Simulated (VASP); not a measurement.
Here is a VASP 6.6.1 calculation.

INCAR

```
PREC = Accurate
ENCUT = 520
EDIFF = 1E-6
ISMEAR = -1
SIGMA = 0.05
LREAL = False
LASPH = True
NELM = 80
ALGO = Normal
ISIF = 2
LWAVE = False
LCHARG = False
GGA = PS
NBANDS = 10
```

The input KPOINTS:

```
regular mesh
0
Gamma
  14 14 14
```

Contents of POSCAR:

```
I
1.0
    0.0000000000      2.5149050595      2.5149050595
    2.5149050595      0.0000000000      2.5149050595
    2.5149050595      2.5149050595      0.0000000000
I
1
Direct
    0.0000000000      0.0000000000      0.0000000000
```

Potentials or basis: VASP PAW PBE potentials, release 64 (I).

Run with:

```sh
$ cat potpaw_PBE.64/I/POTCAR > POTCAR
$ mpirun -np 1 vasp_std > vasp.out
```

Problem. Predict the pressure.

Solution. 0.0 GPa.

Caveat: the PAW data sets were made with another functional, which shifts forces and pressure a little; an odd number of electrons without spin polarisation forces a metal; a magnetic or distorted state may lie lower.
